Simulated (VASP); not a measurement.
The system is SiC (Moissanite).

```xyz
4
Lattice="3.1165 0.0000 0.0000 -1.5582 2.6989 0.0000 0.0000 0.0000 5.1144" Properties=species:S:1:pos:R:3 pbc="T T T"
Si    1.5582    0.8996    2.5572
Si    0.0000    1.7993    0.0000
C     1.5582    0.8996    4.5263
C     0.0000    1.7993    1.9691
```

Base run:

- Program: VASP 6.6.1
- Functional: r2SCAN
- Potentials or basis: VASP PAW PBE potentials, release 64 (Si, C)
- Cutoff: 520 eV
- k mesh: 10 × 10 × 5
- Occupations: fermi-dirac, width 0.05 eV
- Spin: no spin polarisation

Its results: band gap on the k mesh 2.91 eV, indirect (least direct gap 4.49 eV); pressure -8.3 GPa; largest force 0.712 eV/Å.

Question: After a change of settings the same cell gave: band gap on the k mesh 2.38 eV, indirect (least direct gap 3.88 eV); pressure -7.5 GPa; largest force 0.692 eV/Å. Which change was it?
A. functional from r2SCAN to RPBE; dispersion from none to D4
B. functional from r2SCAN to BLYP; further incar settings from ALGO = Normal; EDIFF = 1e-07; NBANDS = 16 to ALGO = Normal; EDIFF = 1e-06; NBANDS = 16
C. functional from r2SCAN to revPBE; dispersion from none to D4
D. functional from r2SCAN to PBEsol

Answer: D.

r2SCAN gives the wider gap, since meta-GGAs in the generalised Kohn-Sham scheme recover part of the derivative discontinuity.

Caveats: the PAW data sets were made with another functional, which shifts forces and pressure a little.
